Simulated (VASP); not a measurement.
# Na (Im-3m) in VASP: notebook, part 2 of 2

VASP 6.6.1.

## Step 5: Single point, PBEsol

This run uses another cell than the first one, of 36.21 Å³/atom.

INCAR

```
  PREC = Accurate
  ENCUT = 520
  EDIFF = 1E-6
  ISMEAR = -1
  SIGMA = 0.05
  LREAL = False
  LASPH = True
  NELM = 80
  ALGO = Normal
  ISIF = 2
  LWAVE = False
  LCHARG = False
  GGA = PS
  NBANDS = 10
```

KPOINTS

```
Automatic mesh
0
Gamma
  9 9 9
```

POSCAR

```
Na
1.0
   -2.0840298202      2.0840298202      2.0840298202
    2.0840298202     -2.0840298202      2.0840298202
    2.0840298202      2.0840298202     -2.0840298202
Na
1
Direct
    0.0000000000      0.0000000000      0.0000000000
```

On the command line:

```sh
cat potpaw_PBE.64/Na_pv/POTCAR > POTCAR
mpirun -np 1 vasp_std > vasp.out
```

It took 12 s on 1 thread of AMD EPYC 7R13, shared host; peak memory 0.12 GiB.

Results (log left out):

| Item | Value |
| --- | --- |
| Free energy | -1.4061 eV |
| Pressure | 0.0 GPa |
| Band gap on the k mesh | zero (an odd number of electrons rules out a gap without spin polarisation) |

Levels at points of the mesh, in eV from the Fermi level:
```tsv
k point	band 1	band 2	band 3	band 4	band 5	band 6	band 7
(0.00, 0.00, 0.00)	-24.75	-24.75	-24.75	-3.31	11.90	11.90	11.90
```

Caveat: the PAW data sets were made with another functional, which shifts forces and pressure a little.

## Step 6: Relaxation of cell and atoms, PBEsol

This run uses another cell than the first one, of 39.26 Å³/atom.

INCAR

```
ALGO = Normal
EDIFF = 1E-6
EDIFFG = -0.02
ENCUT = 600
GGA = PS
IBRION = 2
ISIF = 3
ISMEAR = -1
LASPH = T
LCHARG = F
LREAL = F
LWAVE = F
NELM = 80
NSW = 80
PREC = Accurate
SIGMA = 0.05
```

KPOINTS

```
k-points
0
Gamma
  9 9 9
```

POSCAR

```
Na
1.0
   -2.1410000000      2.1410000000      2.1410000000
    2.1410000000     -2.1410000000      2.1410000000
    2.1410000000      2.1410000000     -2.1410000000
Na
1
Direct
    0.0000000000      0.0000000000      0.0000000000
```

Potentials or basis: VASP PAW PBE potentials, release 64 (Na_pv).

On the command line:

```sh
cat potpaw_PBE.64/Na_pv/POTCAR > POTCAR
mpirun -np 1 vasp_std > vasp.out
```

OUTCAR:

```text
EDIFF = 1E-6
   EDIFFG = -0.02
   ENCUT = 600
   GGA = PS
   IBRION = 2
   ISIF = 3
   ISMEAR = -1
   LASPH = T
   LREAL = F
   NELM = 80
   NSW = 80
   PREC = Accurate

 ion  position               nearest neighbor table
   1  0.000  0.000  0.000-

  LATTYP: Found a body centered cubic cell.
 ALAT       =     4.2820000000

  Lattice vectors:

 A1 = (  -2.1410000000,   2.1410000000,   2.1410000000)
 A2 = (   2.1410000000,  -2.1410000000,   2.1410000000)
 A3 = (   2.1410000000,   2.1410000000,  -2.1410000000)

Analysis of symmetry for initial positions (statically):
=====================================================================
 Subroutine PRICEL returns:
 Original cell was already a primitive cell.

[... 251 lines left out ...]
 cond. band min:       0.4614932847   @ k =   0.4444   0.0000   0.0000
 fundamental gap:      0.1997387942
 Fermi energy:         0.3593117198

 k-point     1 :       0.0000    0.0000    0.0000
  band No.  band energies     occupation
      1     -24.3909      2.00000
      2     -24.3909      2.00000
      3     -24.3909      2.00000
      4      -2.9542      2.00000
      5      12.2671      0.00000
      6      12.2671      0.00000
      7      12.2671      0.00000
[... 221 lines left out ...]
 k-point    24 :      -0.4444   -0.4444    0.1111
  band No.  band energies     occupation
      1     -24.4264      2.00000
      2     -24.4100      2.00000
      3     -24.3972      2.00000
      4       1.6669      0.00000
      5       2.2018      0.00000
      6       5.7070      0.00000
      7       9.3498      0.00000

 [... further k-points ...]

------------------------ aborting loop because EDIFF is reached ----------------------------------------

  FORCE on cell =-STRESS in cart. coord.  units (eV):
  Direction    XX          YY          ZZ          XY          YZ          ZX
  --------------------------------------------------------------------------------------
  -------------------------------------------------------------------------------------
  Total       -0.0050984     -0.0050984     -0.0050984      0.0000000      0.0000000     -0.0000000
  in kB       -0.2257966     -0.2257966     -0.2257966      0.0000000      0.0000000     -0.0000000
  external PRESSURE =      -0.2257966 kB  Pullay stress =       0.0000000 kB
[... 16 lines left out ...]
  FREE ENERGIE OF THE ION-ELECTRON SYSTEM (eV)
  ---------------------------------------------------
  free  energy   TOTEN  =        -1.4065216646 eV

  energy  without entropy=       -1.4033599181  energy(sigma->0) =       -1.40494079

 reached required accuracy - stopping structural energy minimisation
```

OSZICAR:

```text
N       E                     dE             d eps       ncg     rms          rms(c)
DAV:   1     0.212886361840E+02    0.21289E+02   -0.41087E+03   490   0.907E+02
DAV:   2    -0.968773799377E+00   -0.22257E+02   -0.22257E+02   511   0.143E+02
DAV:   3    -0.139894870213E+01   -0.43017E+00   -0.43017E+00   665   0.287E+01
[... 18 lines left out ...]
DAV:   3    -0.140902203649E+01    0.35159E-01   -0.60952E-02   490   0.515E+00    0.154E-01
DAV:   4    -0.140656435182E+01    0.24577E-02   -0.16558E-03   490   0.994E-01    0.967E-03
DAV:   5    -0.140652353542E+01    0.40816E-04   -0.67770E-05   518   0.201E-01    0.413E-03
DAV:   6    -0.140652165377E+01    0.18817E-05   -0.82871E-07   259   0.192E-02    0.250E-04
DAV:   7    -0.140652166459E+01   -0.10817E-07   -0.15260E-07   245   0.783E-03
   3 F= -.14065217E+01 E0= -.14049408E+01  d E =-.578567E-02
```

It took 23 s on 1 thread of AMD EPYC 7R13, shared host; peak memory 0.13 GiB.

Results:

```
Free energy                           : -1.4065 eV
Relaxed volume                        : 36.18 Å³/atom
Relaxed cell                          : a = 3.609 Å, b = 3.609 Å, c = 3.609 Å, α = 109.47°, β = 109.47°, γ = 109.47°
Space group after relaxing (to 0.1 Å) : Im-3m (No. 229)
Energy gained by relaxing             : 5.8 meV/atom
Ionic steps                           : 3
Pressure after relaxing               : 0.0 GPa
Band gap on the k mesh                : zero (an odd number of electrons rules out a gap without spin polarisation)
```

Step by step:
| step | energy change (eV) | largest force (eV/Å) | pressure (GPa) | volume (Å³) |
| --- | --- | --- | --- | --- |
| 1 | 0.0000 | 0.0000 | -0.57 | 39.26 |
| 2 | -0.0024 | 0.0000 | -0.45 | 38.47 |
| 3 | -0.0058 | 0.0000 | -0.02 | 36.18 |

Final structure:
```
Na
1.0
    -2.08348    2.08348    2.08348
     2.08348   -2.08348    2.08348
     2.08348    2.08348   -2.08348
Na
1
Cartesian
  0.0000 0.0000 0.0000
```

Levels at points of the mesh, in eV from the Fermi level:
```tsv
k point	band 1	band 2	band 3	band 4	band 5	band 6
(0.00, 0.00, 0.00)	-24.75	-24.75	-24.75	-3.31	11.91	11.91
```

Caveat: the PAW data sets were made with another functional, which shifts forces and pressure a little.

## Step 7: Summary

```tsv
task	cell	cutoff (eV)	gap on the mesh (eV)	pressure (GPa)
single point	a = 2.865 Å, angles 109.5°, 1 atom	520	none	19.9
single point	a = 3.056 Å, angles 109.5°, 1 atom	520	none	10.0
single point	a = 3.225 Å, angles 109.5°, 1 atom	520	none	4.9
single point	a = 3.610 Å, angles 109.5°, 1 atom	520	none	0.0
relaxation of cell and atoms	relaxed from a = 3.708 Å, angles 109.5°, 1 atom	600	none	0.0
```

Alike in all rows: level PBEsol; potentials or basis VASP PAW PBE potentials, release 64 (Na_pv); no spin polarisation; k mesh 9 × 9 × 9; smearing fermi-dirac 0.05 eV.

Caveats: the PAW data sets were made with another functional, which shifts forces and pressure a little; the cell stands under pressure (at least some runs).

Total energies depend on the potentials used, so only differences within one code and one set of settings carry meaning.
